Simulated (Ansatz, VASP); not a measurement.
TaSi2 in VASP and in Ansatz

```xyz
9
Lattice="4.8051 0.0541 0.0000 -2.3557 4.1343 0.0000 0.0000 0.0000 6.5989" Properties=species:S:1:pos:R:3 pbc="T T T"
Ta    2.4026    0.0270    3.2994
Ta    1.2247    2.0942    5.4991
Ta   -1.1779    2.0672    1.0998
Si    0.0149    1.3226    3.2994
Si    3.6671    0.7025    5.4991
Si    1.2965    3.5142    1.0998
Si    2.4345    2.8657    3.2994
Si   -1.2177    3.4859    5.4991
Si    1.1529    0.6742    1.0998
```

Change from the starting cell: strain +0.0225 x Voigt [0, 0, 0, 0, 0, 1], atoms carried along.

Alike in both runs: task single point; functional PBE; k mesh 9 × 9 × 6; occupations gaussian, width 0.15 eV; no spin polarisation.

|  | VASP | Ansatz |
| --- | --- | --- |
| version | VASP 6.6.1 | Ansatz 0.2.0 |
| potentials or method | VASP PAW PBE potentials, release 64 (Ta_pv, Si), cutoff 520 eV | scalar-relativistic, plane waves, PAW |
| valence electrons in the cell | 57 | 63 |

```tsv
	VASP	Ansatz	Ansatz less VASP
gap on the k mesh at the Fermi level (eV)	none	none	-
pressure (GPa)	0.2	0.1	-0.09
traceless stress, the component that is largest in VASP (GPa)	-3.27	-3.27	-0.001
rms of the force components (eV/Å)	0.040	0.040	+0.0002
```

Atom by atom the forces differ by 0.002 eV/Å (rms over components). A gap of «none» marks a metal or a gap that the smearing closes. The functional is the same, so the differences come from potentials, cutoffs and numerics. VASP's potentials hold 57 valence electrons a cell and Ansatz's 63, so a difference there can come from the potentials and not from the codes.

Spin-orbit coupling is off throughout.
